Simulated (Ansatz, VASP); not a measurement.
# Two plane-wave programs on WS2

Contents of INCAR:

```
ALGO = Normal
EDIFF = 1E-6
EDIFFG = -0.01
ENCUT = 600
GGA = PS
IBRION = 2
ISIF = 3
ISMEAR = -1
IVDW = 12
LASPH = T
LCHARG = F
LREAL = F
LWAVE = F
NELM = 100
NSW = 60
PREC = Accurate
SIGMA = 0.05
```

KPOINTS

```
k-points
0
Gamma
  10 10 1
```

The input POSCAR:

```
WS2
1.0
    3.1829541699      0.0000000000      0.0000000000
   -1.5914770850      2.7565191702      0.0000000000
    0.0000000000      0.0000000000     28.5322178600
W S
3 6
Direct
    0.6666666667      0.3333333333      0.4343616800
    0.6666666667      0.3333333333      0.8855337800
    0.0000000000      0.0000000000      0.6592864300
    0.6666666667      0.3333333333      0.6046252100
    0.0000000000      0.0000000000      0.3797102500
    0.0000000000      0.0000000000      0.8308482800
    0.6666666667      0.3333333333      0.7139522100
    0.0000000000      0.0000000000      0.4890304200
    0.0000000000      0.0000000000      0.9401857300
```

Contents of input.yaml:

```yaml
crystal:
  lattice:
    - [3.1829541699, 0.0, 0.0]
    - [-1.591477085, 2.7565191702, 0.0]
    - [0.0, 0.0, 28.53221786]
  atoms:
    - { symbol: W, position: [0.6666666667, 0.3333333333, 0.43436168] }
    - { symbol: W, position: [0.6666666667, 0.3333333333, 0.88553378] }
    - { symbol: W, position: [0.0, 0.0, 0.65928643] }
    - { symbol: S, position: [0.6666666667, 0.3333333333, 0.60462521] }
    - { symbol: S, position: [0.0, 0.0, 0.37971025] }
    - { symbol: S, position: [0.0, 0.0, 0.83084828] }
    - { symbol: S, position: [0.6666666667, 0.3333333333, 0.71395221] }
    - { symbol: S, position: [0.0, 0.0, 0.48903042] }
    - { symbol: S, position: [0.0, 0.0, 0.94018573] }
hamiltonian:
  xc: pbesol
  pseudopotentials: { kind: paw }
  dispersion: d3bj
kpoints:
  mp_grid: { grid: [10, 10, 1] }
scf:
  occupations: { method: fermi_dirac, width: 0.05 }
output:
  forces: true
  stress: true
  eigenvalues: true
  write_density: true
  write_potential: true
  elf: true
  volumetric_format: npy
relax:
  f_tol: 0.01
  max_steps: 40
  cell: { stress_tol: 0.05 }
```

Alike in both runs: task relaxation of cell and atoms; functional PBEsol; dispersion D3(BJ); k mesh 10 × 10 × 1; occupations fermi-dirac, width 0.05 eV; no spin polarisation.

```csv
,VASP,Ansatz
version,VASP 6.6.1,Ansatz 0.2.0
potentials or method,"VASP PAW PBE potentials, release 64 (W_sv, S)",Ansatz PAW
plane-wave cutoff (eV),600,420
valence electrons in the cell,78,78
```

Ansatz gave:

- gap on the k mesh at the Fermi level, each at its own relaxed structure (eV): 1.00
- relaxed volume (Å³/atom): 25.36
- relaxed cell length with the largest relative difference (Å): 27.118

Problem. Estimate VASP's values.

Solution. gap on the k mesh at the Fermi level, each at its own relaxed structure (eV): 1.01; relaxed volume (Å³/atom): 24.62; relaxed cell length with the largest relative difference (Å): 26.309.

VASP's potentials were made for PBE, not for PBEsol.

Neither program's run includes spin-orbit coupling. Noted on Ansatz's run: the plane-wave basis is chosen anew once the cell has moved, so the energies of steps on either side of that aren't comparable.
